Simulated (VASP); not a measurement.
**Ga3Se: single point with PBEsol+D3(BJ)**

Crystal: Ga3Se.

```xyz
4
Lattice="4.2249 0.0000 0.0000 0.0000 4.2249 0.0000 0.0000 0.0000 4.2249" Properties=species:S:1:pos:R:3 pbc="T T T"
Ga    0.0000    2.1125    2.1125
Ga    2.1125    0.0000    2.1125
Ga    2.1125    2.1125    0.0000
Se    0.0000    0.1333    0.0000
```

This cell differs from its parent crystal: atom 4 (Se) moved +0.133 Å along Cartesian [0 1 0].

| Property | Result |
| --- | --- |
| Program | VASP 6.6.1 |
| Task | single point |
| Functional | PBEsol |
| Dispersion | D3(BJ) |
| Potentials or basis | VASP PAW PBE potentials, release 64 (Ga_d, Se) |
| Cutoff | 520 eV |
| k mesh | 12 × 12 × 12 |
| Occupations | gaussian, width 0.15 eV |
| Spin | no spin polarisation |
| Dipole correction | no |
| Further INCAR settings | ALGO = Normal; EDIFF = 1e-06; NBANDS = 30 |

The pressure is 0.3 GPa. The largest force is 0.173 eV/Å and the band gap on the k mesh is zero (an odd number of electrons rules out a gap without spin polarisation). The dispersion energy per atom is -0.324 eV.

Forces on the atoms (eV/Å):
```
Ga   0.000  0.161  0.000
Ga   0.000 -0.173  0.000
Ga   0.000  0.161  0.000
Se   0.000 -0.149  0.000
```

Stress tensor (GPa, compression positive):
```
0.43 0.00 0.00
0.00 0.17 0.00
0.00 0.00 0.43
```

Levels at points of the mesh, in eV from the Fermi level:
```csv
k point,band 20,band 21,band 22,band 23,band 24,band 25
"(0.00, 0.00, 0.00)",-4.45,-2.70,-2.65,1.77,1.78,1.78
"(0.50, 0.00, 0.00)",-3.31,-1.70,-1.31,-0.57,-0.42,0.81
"(0.00, 0.50, 0.00)",-3.35,-1.70,-1.21,-0.54,-0.54,0.84
"(0.50, 0.50, 0.00)",-2.59,-1.03,-0.46,-0.42,1.50,1.55
"(0.50, 0.00, 0.50)",-2.63,-0.87,-0.45,-0.45,1.53,1.53
"(0.50, 0.50, 0.50)",-5.26,-5.14,-5.14,-4.13,4.62,4.62
```

Run time: 6.6 min on 1 thread of AMD EPYC 7R13 (shared host), peak memory 0.46 GiB.

Caveat: the cell differs from its parent crystal (atom 4 (Se) moved +0.133 Å along Cartesian [0 1 0]); the PAW data sets were made with another functional, which shifts forces and pressure a little.
